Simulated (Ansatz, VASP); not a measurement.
# One calculation of HgTe, two programs

```xyz
2
Lattice="0.0000 3.2145 3.2145 3.2145 0.0000 3.2145 3.2145 3.2145 0.0000" Properties=species:S:1:pos:R:3 pbc="T T T"
Hg    0.0000    0.0000    0.0000
Te    4.8217    4.8217    4.8217
```

Alike in both runs: task single point; functional PBE; k mesh 7 × 7 × 7; occupations gaussian, width 0.017 eV; no spin polarisation.

|  | VASP | Ansatz |
| --- | --- | --- |
| version | VASP 6.6.1 | Ansatz 0.2.0 |
| potentials or method | VASP PAW PBE potentials, release 64 (Hg, Te) | Ansatz PAW |
| plane-wave cutoff (eV) | 520 | 420 |
| valence electrons in the cell | 18 | 36 |

```tsv
	VASP	Ansatz	Ansatz less VASP
gap on the k mesh at the Fermi level (eV)	none	none	-
pressure (GPa)	4.6	4.6	-0.08
```

A gap of «none» marks a metal or a gap that the smearing closes. VASP's potentials hold 18 valence electrons a cell and Ansatz's 36, so a difference there can come from the potentials and not from the codes.

Spin-orbit coupling is off throughout.
